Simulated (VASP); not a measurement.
**Na: single point with PBEsol**

Crystal: Na.

```
Na
1.0
    -2.08468    2.08468    2.08468
     2.08468   -2.08468    2.08468
     2.08468    2.08468   -2.08468
Na
1
Direct
  0.00000 0.00000 0.00000
```

```yaml
Program: VASP 6.6.1
Task: single point
Functional: PBEsol
Potentials_or_basis: VASP PAW PBE potentials, release 64 (Na_pv)
Cutoff: 520 eV
k_mesh: 7 × 7 × 7
Occupations: fermi-dirac, width 0.05 eV
Spin: no spin polarisation
```

| Item | Value |
| --- | --- |
| Pressure | 0.0 GPa |

Levels at points of the mesh, in eV from the Fermi level:
```
           k point  band 1  band 2  band 3  band 4  band 5  band 6  band 7  band 8
(0.00, 0.00, 0.00)  -24.71  -24.71  -24.71   -3.27   11.94   11.94   11.94   12.95
```

Run time: 2.7 s on 1 thread of Intel(R) Xeon(R) 6975P-C (Granite Rapids) (shared host), peak memory 0.14 GiB.

Caveat: the PAW data sets were made with another functional, which shifts forces and pressure a little.
